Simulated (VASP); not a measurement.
Set up this calculation in VASP 6.6.1, as the native input.

```yaml
Task: relaxation of cell and atoms
Functional: PBE
Potentials_or_basis: VASP PAW PBE potentials, release 64 (Be, Sn_d)
Cutoff: 600 eV
k_mesh: 12 × 12 × 10
Occupations: gaussian, width 0.1 eV
Spin: no spin polarisation
Dipole_correction: no
Further_INCAR_settings: ALGO = Fast; EDIFF = 1e-06; IBRION = 2; EDIFFG = -0.01; NSW = 100; ISIF = 3
```

The structure of BeSn2 lies in POSCAR:

```
BeSn2
1.0
    3.9570164351      0.0000000000      0.0000000000
   -1.9785082175      3.4268767560      0.0000000000
    0.0000000000      0.0000000000      4.9128258472
Be Sn
1 2
Direct
    0.0000000000      0.0000000000      0.5000000000
    0.3333333333      0.6666666667      0.7471238594
    0.6666666667      0.3333333333      0.2528761406
```

The cell was generated, and may not be a known phase.

These files were run (other wordings do the same):

INCAR

```
SYSTEM = BeSn2
PREC = Accurate ; ENCUT = 600
EDIFF = 1E-6 ; ISMEAR = 0
SIGMA = 0.1 ; LREAL = .FALSE.
LASPH = .TRUE. ; NELM = 100
ALGO = Fast ; ISIF = 3
LWAVE = .FALSE. ; LCHARG = .FALSE.
GGA = PE ; IBRION = 2
NSW = 100 ; EDIFFG = -0.01
```

KPOINTS

```
regular mesh
0
G
  12 12 10
  0 0 0
```

Potentials or basis: VASP PAW PBE potentials, release 64 (Be, Sn_d).

The run is started by

```sh
$ cat potpaw_PBE.64/Be/POTCAR potpaw_PBE.64/Sn_d/POTCAR > POTCAR
$ mpirun -np 1 vasp_std > vasp.out
```

It gave:

| Property | Result |
| --- | --- |
| Relaxed volume | 22.14 Å³/atom |
| Relaxed cell | a = 3.944 Å, b = 3.944 Å, c = 4.930 Å, α = 90.00°, β = 90.00°, γ = 120.00° |
| Space group after relaxing (to 0.1 Å) | P-3m1 (No. 164) |
| Energy gained by relaxing | 0.1 meV/atom |
| Ionic steps | 9 |
| Pressure after relaxing | 0.0 GPa |
| Largest force after relaxing | 0.004 eV/Å |
| Band gap on the k mesh | zero (bands 15 and 16 overlap by 4.59 eV) |

Caveat: spin-orbit coupling is left out, which moves the levels of the heavy elements.

Wall time 5.1 min on 1 thread of Intel(R) Xeon(R) 6975P-C (Granite Rapids), with other jobs on the host, peak memory 0.37 GiB.
